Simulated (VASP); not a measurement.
Runs of VASP 6.6.1 on ZnSe. The structure is that of space group F-43m (No. 216), or close to it. The cells are those of the table. 

```csv
level,cell,smearing,gap on the mesh (eV),pressure (GPa)
PBE,"a = 4.006, b = 4.052, c = 4.052 Å, angles 59.2, 60.4, 60.4°, 2 atoms",fermi-dirac 0.02 eV,1.17,(a)
r2SCAN,"a = 4.006, b = 4.052, c = 4.052 Å, angles 59.2, 60.4, 60.4°, 2 atoms",gaussian 0.01 eV,1.74,-1.3
r2SCAN,"a = 3.952, b = 3.952, c = 3.897 Å, angles 60.5, 60.5, 59.1°, 2 atoms",gaussian 0.01 eV,2.08,(b)
PBE,"a = 3.952, b = 3.952, c = 3.897 Å, angles 60.5, 60.5, 59.1°, 2 atoms",fermi-dirac 0.02 eV,1.48,(c)
```

Alike in all rows: task single point; potentials or basis VASP PAW PBE potentials, release 64 (Zn, Se); no spin polarisation; k mesh 8 × 8 × 8; cutoff (eV) 520.

Task: Estimate the missing entries.

Result: (a) 1.0; (b) 4.2; (c) 6.6.

Caveats: the PAW data sets were made with another functional, which shifts forces and pressure a little (at least some runs); the cell stands under pressure (at least some runs).

A k mesh can miss the band edges, and the runs leave out spin-orbit coupling on Se.
